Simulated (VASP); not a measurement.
Input of a VASP 6.6.1 run:

The input INCAR:

```
PREC = Accurate ; ENCUT = 520
EDIFF = 1E-6 ; ISMEAR = 0
SIGMA = 0.15 ; LREAL = F
LASPH = T ; NELM = 60
ALGO = Normal ; ISIF = 2
LWAVE = F ; LCHARG = F
GGA = PS ; NBANDS = 16
```

File KPOINTS:

```
regular mesh
0
Gamma
  16 16 16
```

Contents of POSCAR:

```
ZrS
1.0
    0.0000000000      2.4937500000      2.6250000000
    2.6250000000      0.0000000000      2.6250000000
    2.6250000000      2.4937500000      0.0000000000
Zr S
1 1
Direct
    0.0000000000      0.0000000000      0.0000000000
    0.5000000000      0.5000000000      0.5000000000
```

Potentials or basis: VASP PAW PBE potentials, release 64 (Zr_sv, S).

Launch:

```bash
$ cat potpaw_PBE.64/Zr_sv/POTCAR potpaw_PBE.64/S/POTCAR > POTCAR
$ mpirun -np 1 vasp_std > vasp.out
```

Q: Estimate the band gap on the k mesh.

A: Zero (bands 9 and 10 overlap by 3.14 eV).

Q: Predict the pressure.

A: 1.8 GPa.

Stress tensor (GPa, compression positive):
```
-4.22  0.00  0.00
 0.00 13.80  0.00
 0.00  0.00 -4.22
```

Caveat: the cell differs from its parent crystal (strain -0.0500 x Voigt [0, 1, 0, 0, 0, 0]); the stress differs along the axes, from -4 to 14 GPa; the PAW data sets were made with another functional, which shifts forces and pressure a little.
